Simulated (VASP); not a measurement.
Wanted: the native input for a VASP 6.6.1 run.

```yaml
Task: single point
Functional: RPBE
Dispersion: D4
Potentials_or_basis: VASP PAW PBE potentials, release 64 (Cd, Te)
Cutoff: 500 eV
k_mesh: 6 × 6 × 6
Occupations: gaussian, width 0.05 eV
Spin: no spin polarisation
Dipole_correction: no
Further_INCAR_settings: ALGO = Normal; EDIFF = 1e-06; NBANDS = 16
```

The structure of CdTe lies in POSCAR:

```
CdTe
1.0
    0.0000000000      3.0480811443      3.0480811443
    3.0480811443      0.0000000000      3.0480811443
    3.0480811443      3.0480811443      0.0000000000
Cd Te
1 1
Direct
    0.5000000000      0.5000000000      0.5000000000
    0.0000000000      0.0000000000      0.0000000000
```

The input as run:

INCAR

```
PREC = Accurate ; ENCUT = 500
EDIFF = 1E-6 ; ISMEAR = 0
SIGMA = 0.05 ; LREAL = False
LASPH = True ; NELM = 120
ALGO = Normal ; ISIF = 2
LWAVE = False ; LCHARG = True
GGA = RP ; IVDW = 13
LELF = True ; LVHAR = True
NBANDS = 16 ; GGA_COMPAT = False
```

KPOINTS

```
regular mesh
0
Gamma
  6 6 6
```

Potentials or basis: VASP PAW PBE potentials, release 64 (Cd, Te).

The run is started by

```sh
$ cat potpaw_PBE.64/Cd/POTCAR potpaw_PBE.64/Te/POTCAR > POTCAR
$ mpirun -np 1 vasp_std > vasp.out
```

It gave:

| Quantity | Value |
| --- | --- |
| Pressure | -2.1 GPa |
| Band gap on the k mesh | zero (band 9 reaches 4.18 eV, above the bottom of band 10 at 2.89 eV) |
| Dispersion energy per atom | -0.823 eV |

Caveat: the PAW data sets were made with another functional, which shifts forces and pressure a little; spin-orbit coupling is left out, which moves the levels of the heavy elements; pairwise dispersion overbinds metals, which lowers pressure and volume.

Run time: 14 s on 1 thread of Intel Xeon 6975P-C, with other jobs on the host, peak memory 0.18 GiB.
